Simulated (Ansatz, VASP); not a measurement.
**BaTiO3: VASP beside Ansatz**

```
CELL_PARAMETERS angstrom
3.99980 0.00000 0.00000
0.00000 3.99980 0.00000
0.00000 0.00000 4.01800
ATOMIC_POSITIONS crystal
Ba 0.00000 0.00000 0.00000
Ti 0.50000 0.50000 0.49000
O 0.00000 0.50000 0.51700
O 0.50000 0.00000 0.51700
O 0.50000 0.50000 0.01900
```

Alike in both runs: task single point; functional revPBE; k mesh 7 × 7 × 7; occupations fermi-dirac, width 0.05 eV; no spin polarisation.

|  | VASP | Ansatz |
| --- | --- | --- |
| version | VASP 6.6.1 | Ansatz 0.2.0 |
| potentials or method | VASP PAW PBE potentials, release 64 (Ba_sv, Ti_sv, O_h) | Ansatz PAW |
| plane-wave cutoff (eV) | 910 | 420 |
| valence electrons in the cell | 40 | 40 |

Ansatz gave:

* gap on the k mesh at the Fermi level (eV): 1.96
* least direct gap on the mesh (eV): 2.11
* rms of the force components (eV/Å): 0.094

Problem. What did VASP give for the same quantities?

Solution. gap on the k mesh at the Fermi level (eV): 1.90; least direct gap on the mesh (eV): 2.09; rms of the force components (eV/Å): 0.096.

VASP's potentials were made for PBE, not for revPBE. Atom by atom the forces differ by 0.011 eV/Å (rms over components).

Spin-orbit coupling is off throughout. Noted on VASP's run: the cutoff is short for stress, so the pressure is rough. Noted on Ansatz's run: odd divisions of the mesh miss points on the zone boundary, where band edges often lie, so the gap on the mesh can be too wide.
